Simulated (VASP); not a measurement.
# Bi (Im-3m) in VASP: a series of runs

Runs on Bi. Level: PBEsol. Tasks: relaxation of cell and atoms.

All numbers are computed with VASP 6.6.1; they aren't measurements. Logs are shortened: lines on timing, memory, paths and dates and some standing lists are left out, and cuts for length are marked.

## 1. The cell of the first run

The structure is cubic, space group Im-3m (No. 229). The conventional cell has a = 4.120 Å, b = 4.120 Å, c = 4.120 Å, α = 90.00°, β = 90.00°, γ = 90.00°. Bi (site symmetry m-3m) has 14 Bi at 3.57 to 4.12 Å within 4.7 Å.

This isn't the form of Bi at room conditions, which is rhombohedral.

## 2. Relaxation of cell and atoms, PBEsol

INCAR

```
  PREC = Accurate
  ENCUT = 500
  EDIFF = 1E-7
  ISMEAR = 0
  SIGMA = 0.05
  LREAL = False
  LASPH = True
  NELM = 120
  ALGO = Normal
  ISIF = 3
  LWAVE = False
  LCHARG = False
  GGA = PS
  IBRION = 2
  NSW = 60
  EDIFFG = -0.01
  GGA_COMPAT = False
  NELMIN = 4
```

KPOINTS

```
Automatic mesh
0
Gamma
  8 8 8
```

POSCAR

```
Bi
1.0
   -2.0600000000      2.0600000000      2.0600000000
    2.0600000000     -2.0600000000      2.0600000000
    2.0600000000      2.0600000000     -2.0600000000
Bi
1
Direct
    0.0000000000      0.0000000000      0.0000000000
```

Potentials or basis: VASP PAW PBE potentials, release 64 (Bi_d).

Command:

```
$ cat potpaw_PBE.64/Bi_d/POTCAR > POTCAR
$ mpirun -np 1 vasp_std > vasp.out
```

OUTCAR:

```text
PREC = Accurate
   ENCUT = 500
   EDIFF = 1E-7
   ISMEAR = 0
   LREAL = False
   LASPH = True
   NELM = 120
   ISIF = 3
   GGA = PS
   IBRION = 2
   NSW = 60
   EDIFFG = -0.01
   NELMIN = 4

 ion  position               nearest neighbor table
   1  0.000  0.000  0.000-

  LATTYP: Found a body centered cubic cell.
 ALAT       =     4.1200000000

  Lattice vectors:

 A1 = (  -2.0600000000,   2.0600000000,   2.0600000000)
 A2 = (   2.0600000000,  -2.0600000000,   2.0600000000)
 A3 = (   2.0600000000,   2.0600000000,  -2.0600000000)

Analysis of symmetry for initial positions (statically):
=====================================================================
 Subroutine PRICEL returns:
 Original cell was already a primitive cell.

 Routine SETGRP: Setting up the symmetry group for a
 body centered cubic supercell.

 Subroutine GETGRP returns: Found 48 space group operations
 (whereof 48 operations were pure point group operations)
 out of a pool of 48 trial point group operations.

The static configuration has the point symmetry O_h .

Analysis of symmetry for dynamics (positions and initial velocities):
=====================================================================
 Subroutine PRICEL returns:
 Original cell was already a primitive cell.

 Routine SETGRP: Setting up the symmetry group for a
 body centered cubic supercell.

 Subroutine GETGRP returns: Found 48 space group operations
 (whereof 48 operations were pure point group operations)
 out of a pool of 48 trial point group operations.

The dynamic configuration has the point symmetry O_h .

 Subroutine INISYM returns: Found 48 space group operations
 (whereof 48 operations are pure point group operations),
 and found     1 'primitive' translations

----------------------------------------------------------------------------------------

                                     Primitive cell

  volume of cell :      34.9673

  direct lattice vectors                    reciprocal lattice vectors
    -2.060000000  2.060000000  2.060000000     0.000000000  0.242718447  0.242718447
     2.060000000 -2.060000000  2.060000000     0.242718447  0.000000000  0.242718447
     2.060000000  2.060000000 -2.060000000     0.242718447  0.242718447  0.000000000

  length of vectors
     3.568024664  3.568024664  3.568024664     0.343255719  0.343255719  0.343255719

  position of ions in fractional coordinates (direct lattice)
     0.000000000  0.000000000  0.000000000

  ion indices of the primitive-cell ions
   primitive index   ion index
                 1           1

----------------------------------------------------------------------------------------

 KPOINTS: Automatic mesh

Automatic generation of k-mesh.
 Grid dimensions read from file:
 generate k-points for:    8    8    8

 Generating k-lattice:

  Cartesian coordinates                     Fractional coordinates (reciprocal lattice)
     0.000000000  0.030339806  0.030339806     0.125000000  0.000000000  0.000000000
     0.030339806  0.000000000  0.030339806     0.000000000  0.125000000  0.000000000
     0.030339806  0.030339806  0.000000000     0.000000000  0.000000000  0.125000000

  Length of vectors
     0.042906965  0.042906965  0.042906965

  Shift w.r.t. Gamma in fractional coordinates (k-lattice)
     0.000000000  0.000000000  0.000000000

 Subroutine IBZKPT returns following result:
 ===========================================

 Found     29 irreducible k-points:

 Following reciprocal coordinates:
            Coordinates               Weight
  0.000000  0.000000  0.000000      1.000000
  0.125000  0.000000  0.000000     12.000000
  0.250000  0.000000  0.000000     12.000000
  0.375000  0.000000  0.000000     12.000000
  0.500000  0.000000  0.000000      6.000000
  0.125000  0.125000  0.000000     24.000000
[... 16 lines left out ...]
 -0.250000  0.250000  0.250000      6.000000
 -0.375000  0.375000  0.250000     24.000000
 [... further k-points ...]
   k-points           NKPTS =     29   k-points in BZ     NKDIM =     29   number of bands    NBANDS=     11
   number of dos      NEDOS =    301   number of ions     NIONS =      1
   total plane-waves  NPLWV =  21952
   dimension x,y,z NGX =    28 NGY =   28 NGZ =   28
   dimension x,y,z NGXF=    56 NGYF=   56 NGZF=   56
   ions per type =               1
   NGX,Y,Z   is equivalent  to a cutoff of  13.05, 13.05, 13.05 a.u.
   NGXF,Y,Z  is equivalent  to a cutoff of  26.09, 26.09, 26.09 a.u.
 SYSTEM =  unknown system
   PREC   = accura    normal or accurate (medium, high low for compatibility)
   ISTART =      0    job   : 0-new  1-cont  2-samecut
   ICHARG =      2    charge: 1-file 2-atom 10-const
   ISPIN  =      1    spin polarized calculation?
   LNONCOLLINEAR =      F non collinear calculations
   LSORBIT =      F    spin-orbit coupling
   LASPH  =      T    aspherical Exc in radial PAW
   ENCUT  =  500.0 eV  36.75 Ry    6.06 a.u.   6.51  6.51  6.51*2*pi/ulx,y,z
   NELM   =    120;   NELMIN=  4; NELMDL= -5     # of ELM steps
   EDIFF  = 0.1E-06   stopping-criterion for ELM
   LREAL  =      F    real-space projection
   EDIFFG = -.1E-01   stopping-criterion for IOM
   NSW    =     60    number of steps for IOM
   IBRION =      2    ionic relax: 0-MD 1-quasi-New 2-CG
   NFREE  =      1    steps in history (QN), initial steepest desc. (CG)
   ISIF   =      3    stress and relaxation
   ISYM   =      2    0-nonsym 1-usesym 2-fastsym
   POTIM  = 0.5000    time-step for ionic-motion
   TEBEG  =    0.0;   TEEND  =   0.0 temperature during run
   PSTRESS=    0.0 pullay stress
   NELECT =      15.0000    total number of electrons
   NUPDOWN=      -1.0000    fix difference up-down
   EMIN   =  10.00;   EMAX   =-10.00  energy-range for DOS
   EFERMI =   0.00;   METHOD = LEGACY
   ISMEAR =     0;   SIGMA  =   0.05  broadening in eV -4-tet -1-fermi 0-gaus
   EFERMI_NEDOS =   21; number of points for ismear=-14 and -15
   IALGO  =     38    algorithm
   IMIX   =      4    mixing-type and parameters
     AMIX     =   0.40;   BMIX     =  1.00
     AMIX_MAG =   1.60;   BMIX_MAG =  1.00
  volume/ion in A,a.u.               =      34.97       235.97
  Fermi-wavevector in a.u.,A,eV,Ry     =   1.234671  2.333191 20.740902  1.524413
  Thomas-Fermi vector in A             =   2.369352
   LORBIT       =      0    0 simple, 1 ext, 2 COOP (PROOUT), +10 PAW based schemes
   GGA     = PS    functional components
   LHFCALC =     F    Hartree Fock is set to
   AEXX    =    0.0000 exact exchange contribution
   IVDW    =     0    specifies the selected vdW correction
   LEPSILON=     F    determine dielectric tensor
   LRPA    =     F    only Hartree local field effects (RPA)
 conjugate gradient relaxation of ions
 non-spin polarized calculation
 Gauss-broadening in eV      SIGMA  =   0.05
  energy-cutoff  :      500.00
  volume of cell :       34.97
 maximum number of plane-waves:       935
 NGX is ok and might be reduce to    28
   NGX = 13   NGY = 13   NGZ = 13

--------------------------------------- Ionic step        1  -------------------------------------------

 number of electron      14.9999996 magnetization

 Free energy of the ion-electron system (eV)
  ---------------------------------------------------
  ext. energy  EPLUGINS =         0.00000000
  ---------------------------------------------------
  free energy    TOTEN  =        -4.06983457 eV

  energy without entropy =       -4.06732910  energy(sigma->0) =       -4.06858184

 E-fermi :   6.4531     XC(G=0):  -9.8967

 val. band max:        6.4451366033   @ k =  -0.2500   0.3750   0.1250
 cond. band min:       6.5227633791   @ k =   0.1250   0.1250   0.0000
 fundamental gap:      0.0776267758
 Fermi energy:         6.4530874324

 k-point     1 :       0.0000    0.0000    0.0000
  band No.  band energies     occupation
      1     -16.5240      2.00000
      2     -16.5240      2.00000
      3     -16.5240      2.00000
      4     -16.4372      2.00000
      5     -16.4372      2.00000
      6      -6.4253      2.00000
      7      10.6960      0.00000
      8      10.6960      0.00000
      9      10.6960      0.00000
     10      14.0766      0.00000
     11      16.7865      0.00000

 k-point     2 :       0.1250    0.0000    0.0000
  band No.  band energies     occupation
      1     -16.5277      2.00000
      2     -16.5169      2.00000
      3     -16.5032      2.00000
      4     -16.4415      2.00000
      5     -16.4381      2.00000
      6      -6.1831      2.00000
      7       8.5691      0.00000
      8      10.0599      0.00000
      9      10.5157      0.00000
     10      14.5292      0.00000
     11      15.5370      0.00000

 k-point     3 :       0.2500    0.0000    0.0000
  band No.  band energies     occupation
      1     -16.5367      2.00000
      2     -16.5041      2.00000
      3     -16.4525      2.00000
      4     -16.4484      2.00000
      5     -16.4401      2.00000
      6      -5.4930      2.00000
      7       5.5271      2.00000
      8       8.9152      0.00000
      9      10.0703      0.00000
     10      13.0864      0.00000
     11      14.4867      0.00000
[... 342 lines left out ...]
 VOLUME and BASIS-vectors are now :
 -----------------------------------------------------------------------------
  energy-cutoff  :      500.00
  volume of cell :       28.01
      direct lattice vectors                 reciprocal lattice vectors
    -1.913139994  1.913139994  1.913139994     0.000000000  0.261350451  0.261350451
     1.913139994 -1.913139994  1.913139994     0.261350451  0.000000000  0.261350451
     1.913139994  1.913139994 -1.913139994     0.261350451  0.261350451  0.000000000

 POSITION                                       TOTAL-FORCE (eV/Angst)
 -----------------------------------------------------------------------------------
      0.00000      0.00000     -0.00000         0.000000     -0.000000     -0.000000
 -----------------------------------------------------------------------------------
    total drift:                                0.000000     -0.000000      0.000000

  FREE ENERGIE OF THE ION-ELECTRON SYSTEM (eV)
  ---------------------------------------------------
  free  energy   TOTEN  =        -4.1694318798 eV

  energy  without entropy=       -4.1681541476  energy(sigma->0) =       -4.16879301

--------------------------------------- Ionic step        3  -------------------------------------------

 number of electron      15.0000001 magnetization

 Free energy of the ion-electron system (eV)
  ---------------------------------------------------
  ext. energy  EPLUGINS =         0.00000000
  ---------------------------------------------------
  free energy    TOTEN  =        -4.19540572 eV

  energy without entropy =       -4.19398586  energy(sigma->0) =       -4.19469579

 E-fermi :   8.2630     XC(G=0): -10.6350

 val. band max:        8.1887193812   @ k =   0.2500   0.2500   0.1250
 cond. band min:       8.2726113667   @ k =  -0.2500   0.3750   0.1250
 fundamental gap:      0.0838919855
 Fermi energy:         8.2629963016

 k-point     1 :       0.0000    0.0000    0.0000
  band No.  band energies     occupation
      1     -14.7316      2.00000
      2     -14.7316      2.00000
      3     -14.7316      2.00000
      4     -14.5830      2.00000
      5     -14.5830      2.00000
      6      -5.5640      2.00000
      7      13.6703      0.00000
      8      13.6703      0.00000
      9      13.6703      0.00000
     10      17.8921      0.00000
     11      18.7436      0.00000

 k-point     2 :       0.1250    0.0000    0.0000
  band No.  band energies     occupation
      1     -14.7383      2.00000
      2     -14.7205      2.00000
      3     -14.6967      2.00000
      4     -14.5906      2.00000
      5     -14.5842      2.00000
      6      -5.2653      2.00000
      7      11.1731      0.00000
      8      12.8316      0.00000
      9      13.3826      0.00000
     10      16.9558      0.00000
     11      17.7676      0.00000

 k-point     3 :       0.2500    0.0000    0.0000
  band No.  band energies     occupation
      1     -14.7547      2.00000
      2     -14.7021      2.00000
      3     -14.6116      2.00000
      4     -14.6025      2.00000
      5     -14.5871      2.00000
      6      -4.3947      2.00000
      7       7.5126      2.00000
      8      11.3836      0.00000
      9      12.6907      0.00000
     10      15.4589      0.00000
     11      16.7498      0.00000
[... 307 lines left out ...]
 VOLUME and BASIS-vectors are now :
 -----------------------------------------------------------------------------
  energy-cutoff  :      500.00
  volume of cell :       29.88
      direct lattice vectors                 reciprocal lattice vectors
    -1.954928814  1.954928814  1.954928814     0.000000000  0.255763789  0.255763789
     1.954928814 -1.954928814  1.954928814     0.255763789  0.000000000  0.255763789
     1.954928814  1.954928814 -1.954928814     0.255763789  0.255763789  0.000000000

 POSITION                                       TOTAL-FORCE (eV/Angst)
 -----------------------------------------------------------------------------------
      0.00000      0.00000     -0.00000         0.000000      0.000000     -0.000000
 -----------------------------------------------------------------------------------
    total drift:                                0.000000      0.000000      0.000000

  FREE ENERGIE OF THE ION-ELECTRON SYSTEM (eV)
  ---------------------------------------------------
  free  energy   TOTEN  =        -4.1954057223 eV

  energy  without entropy=       -4.1939858562  energy(sigma->0) =       -4.19469579

 reached required accuracy - stopping structural energy minimisation
```

Wall time 34 s (1 thread of AMD EPYC 7R43 (Zen 3), shared host); peak memory 0.12 GiB.

Results:

```
Free energy                           : -4.1954 eV
Relaxed volume                        : 29.88 Å³/atom
Relaxed cell                          : a = 3.386 Å, b = 3.386 Å, c = 3.386 Å, α = 109.47°, β = 109.47°, γ = 109.47°
Space group after relaxing (to 0.1 Å) : Im-3m (No. 229)
Energy gained by relaxing             : 125.6 meV/atom
Ionic steps                           : 3
Pressure after relaxing               : 0.0 GPa
Band gap on the k mesh                : zero (an odd number of electrons rules out a gap without spin polarisation)
```

Step by step:
| step | energy change (eV) | largest force (eV/Å) | pressure (GPa) | volume (Å³) |
| --- | --- | --- | --- | --- |
| 1 | 0.0000 | 0.0000 | -6.77 | 34.97 |
| 2 | -0.0996 | 0.0000 | 4.74 | 28.01 |
| 3 | -0.1256 | 0.0000 | -0.02 | 29.88 |

Final structure:
```
Bi
1.0
    -1.95493    1.95493    1.95493
     1.95493   -1.95493    1.95493
     1.95493    1.95493   -1.95493
Bi
1
Direct
  0.00000 0.00000 0.00000
```

Caveat: the PAW data sets were made with another functional, which shifts forces and pressure a little; spin-orbit coupling is left out, which moves the levels of the heavy elements.

## 3. Relaxation of cell and atoms, PBEsol, target pressure 10 GPa, at which the enthalpy is minimised

INCAR

```
SYSTEM = Bi
PREC = Accurate ; ENCUT = 500
EDIFF = 1E-7 ; ISMEAR = 0
SIGMA = 0.05 ; LREAL = .False.
LASPH = .True. ; NELM = 120
ALGO = Normal ; ISIF = 3
LWAVE = .False. ; LCHARG = .False.
GGA = PS ; IBRION = 2
NSW = 60 ; EDIFFG = -0.01
PSTRESS = 100.0 ; GGA_COMPAT = .False.
NELMIN = 4
```

KPOINTS

```
Automatic mesh
0
Gamma
  8 8 8
  0 0 0
```

POSCAR is that of step 2.

Potentials or basis: VASP PAW PBE potentials, release 64 (Bi_d).

Command:

```
$ cat potpaw_PBE.64/Bi_d/POTCAR > POTCAR
$ mpirun -np 1 vasp_std > vasp.out
```

Wall time 49 s (1 thread of AMD EPYC 7R43 (Zen 3), shared host); peak memory 0.13 GiB.

It converged, with:

```yaml
Free_energy: -4.1011 eV
Relaxed_volume: 26.50 Å³/atom
Relaxed_cell: a = 3.253 Å, b = 3.253 Å, c = 3.253 Å, α = 109.47°, β = 109.47°, γ = 109.47°
Space_group_after_relaxing_to_0.1_Å: Im-3m (No. 229)
Energy_change_on_relaxing_the_run_minimises_the_enthalpy: -31.2 meV/atom
Ionic_steps: 5
Pressure_after_relaxing: 10.0 GPa
Band_gap_on_the_k_mesh: zero (an odd number of electrons rules out a gap without spin polarisation)
```

Step by step:
| step | energy change (eV) | largest force (eV/Å) | pressure (GPa) | volume (Å³) |
| --- | --- | --- | --- | --- |
| 1 | 0.0000 | 0.0000 | -6.77 | 34.97 |
| 2 | 1.4152 | 0.0000 | 70.70 | 19.52 |
| 3 | -0.0590 | 0.0000 | 8.14 | 26.99 |
| 4 | -0.0406 | 0.0000 | 9.40 | 26.65 |
| 5 | -0.0312 | 0.0000 | 10.02 | 26.50 |

Final structure:
```
Bi
1.0
    -1.87811    1.87811    1.87811
     1.87811   -1.87811    1.87811
     1.87811    1.87811   -1.87811
Bi
1
Direct
  0.00000 0.00000 0.00000
```

Levels at points of the mesh, in eV from the Fermi level:
| k point | band 4 | band 5 | band 6 | band 7 | band 8 | band 9 | band 10 | band 11 |
| --- | --- | --- | --- | --- | --- | --- | --- | --- |
| (0.00, 0.00, 0.00) | -22.85 | -22.85 | -14.72 | 6.44 | 6.44 | 6.44 | 10.53 | 10.53 |
| (0.50, 0.00, 0.00) | -22.86 | -22.71 | -10.67 | -6.04 | 1.95 | 3.92 | 6.67 | 8.09 |
| (0.50, 0.50, 0.50) | -22.74 | -22.74 | -7.75 | -2.14 | -2.14 | -2.14 | 3.43 | 3.43 |

Caveat: the cell is relaxed towards a set pressure, so the run minimises the enthalpy, not the energy; the volume moved by over 15 % at a fixed basis, so the end points are rough; the PAW data sets were made with another functional, which shifts forces and pressure a little; spin-orbit coupling is left out, which moves the levels of the heavy elements.

[end of part 1 of 2]

The gap in the log of VASP goes by the Fermi energy; the results here count the filled bands.